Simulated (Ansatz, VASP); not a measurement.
## Mo in VASP and in Ansatz

INCAR

```
SYSTEM = Mo
PREC = Accurate
ENCUT = 520
EDIFF = 1E-7
ISMEAR = -1
SIGMA = 0.05
LREAL = .FALSE.
LASPH = .TRUE.
NELM = 80
ALGO = Fast
ISIF = 2
LWAVE = .FALSE.
LCHARG = .FALSE.
GGA = RP
IVDW = 13
NBANDS = 13
```

File KPOINTS:

```
Automatic mesh
0
G
  12 12 12
  0 0 0
```

The input POSCAR:

```
Mo
1.0
   -1.5624035240      1.5624035240      1.5624035240
    1.5624035240     -1.5624035240      1.5624035240
    1.5624035240      1.5624035240     -1.5624035240
Mo
1
Direct
    0.0000000000      0.0000000000      0.0000000000
```

The input input.yaml:

```yaml
crystal:
  lattice:
    - [-1.562403524, 1.562403524, 1.562403524]
    - [1.562403524, -1.562403524, 1.562403524]
    - [1.562403524, 1.562403524, -1.562403524]
  atoms:
    - { symbol: Mo, position: [0.0, 0.0, 0.0] }
hamiltonian:
  xc: rpbe
  pseudopotentials: { kind: paw }
  dispersion: d4
kpoints:
  mp_grid: { grid: [12, 12, 12] }
scf:
  occupations: { method: fermi_dirac, width: 0.05 }
output:
  forces: true
  stress: true
  eigenvalues: true
  write_density: true
  write_potential: true
  elf: true
  volumetric_format: npy
```

Alike in both runs: task single point; functional RPBE; dispersion D4; k mesh 12 × 12 × 12; occupations fermi-dirac, width 0.05 eV; no spin polarisation.

|  | VASP | Ansatz |
| --- | --- | --- |
| version | VASP 6.6.1 | Ansatz 0.2.0 |
| potentials or method | VASP PAW PBE potentials, release 64 (Mo_sv) | Ansatz PAW |
| plane-wave cutoff (eV) | 520 | 420 |
| valence electrons in the cell | 14 | 14 |

|  | VASP | Ansatz | Ansatz less VASP |
| --- | --- | --- | --- |
| gap on the k mesh at the Fermi level (eV) | none | none | - |
| pressure (GPa) | 2.3 | 1.7 | -0.58 |

VASP's potentials were made for PBE, not for RPBE. A gap of «none» marks a metal or a gap that the smearing closes.
